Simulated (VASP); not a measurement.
Sc:

```xyz
2
Lattice="3.3194 0.0000 0.0000 -1.6597 2.8747 0.0000 0.0000 0.0000 5.1843" Properties=species:S:1:pos:R:3 pbc="T T T"
Sc    0.0000    1.9164    1.2961
Sc    1.6597    0.9582    3.8882
```

Base run:

* Program: VASP 6.6.1
* Functional: PBE
* Potentials or basis: VASP PAW PBE potentials, release 64 (Sc_sv)
* Cutoff: 520 eV
* k mesh: 11 × 11 × 6
* Occupations: fermi-dirac, width 0.1 eV
* Spin: no spin polarisation

Its results: band gap on the k mesh zero (bands 11 and 12 overlap by 1.46 eV); pressure 0.0 GPa.

Question: The run is repeated on the same cell with these changes: k mesh from 11 × 11 × 6 to 2 × 2 × 1. What comes out?

Answer: Band gap on the k mesh zero (bands 11 and 12 overlap by 0.91 eV); pressure -7.7 GPa.

Caveats: some runs use coarse meshes.
